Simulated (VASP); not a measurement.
Here is a VASP 6.6.1 calculation.

File INCAR:

```
ALGO = Normal ; EDIFF = 1E-6
ENCUT = 520 ; GGA = PE
ISIF = 2 ; ISMEAR = -1
LASPH = True ; LCHARG = True
LELF = True ; LREAL = False
LVHAR = True ; LWAVE = False
NBANDS = 12 ; NELM = 80
PREC = Accurate ; SIGMA = 0.02
```

KPOINTS

```
k-points
0
Gamma
  10 10 10
```

File POSCAR:

```
LiF
1.0
    0.0000000000      2.1345308802      2.1605117427
    2.1345308802      0.0000000000      2.1605117427
    2.1345308802      2.1345308802      0.0000000000
Li F
1 1
Direct
    0.0000000000      0.0000000000      0.0000000000
    0.2500000000      0.2500000000      0.2500000000
```

Potentials or basis: VASP PAW PBE potentials, release 64 (Li_sv, F).

Command:

```sh
$ cat potpaw_PBE.64/Li_sv/POTCAR potpaw_PBE.64/F/POTCAR > POTCAR
$ mpirun -np 1 vasp_std > vasp.out
```

**Question.** Predict the band gap on the k mesh.

**Answer.** 7.92 eV.

Caveat: the cell differs from its parent crystal (epitaxial xy strain -0.5%). A k mesh can miss the band edges.
